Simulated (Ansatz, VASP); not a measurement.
## Two plane-wave programs on SiC2

```xyz
6
Lattice="2.9301 0.0000 0.0000 -1.4651 2.5376 0.0000 0.0000 0.0000 7.1755" Properties=species:S:1:pos:R:3 pbc="T T T"
C     0.0000    0.0000   -0.1415
C     1.4651    0.8459    4.9585
C     0.0000    1.6917    2.4060
C     1.4651    0.8459    6.4989
Si    0.0000    1.6917    4.2717
Si    0.0000    0.0000    1.7390
```

Alike in both runs: task single point; functional PBE; k mesh 12 × 12 × 4; no spin polarisation.

```csv
,VASP,Ansatz
version,VASP 6.6.1,Ansatz 0.2.0
potentials or method,"VASP PAW PBE potentials, release 64 (C, Si)","plane waves, PAW"
plane-wave cutoff (eV),520,420
occupations,"gaussian, width 0.01 eV",fixed
valence electrons in the cell,24,24
```

VASP gave:

| Item | Value |
| --- | --- |
| gap on the k mesh at the Fermi level (eV) | 1.33 |
| pressure (GPa) | 3.4 |
| traceless stress, the component that is largest in VASP (GPa) | 0.39 |
| rms of the force components (eV/Å) | 0.094 |

Q: Estimate Ansatz's values.

A: gap on the k mesh at the Fermi level (eV): 1.33; pressure (GPa): 3.4; traceless stress, the component that is largest in VASP (GPa): 0.41; rms of the force components (eV/Å): 0.099.

Atom by atom the forces differ by 0.011 eV/Å (rms over components).
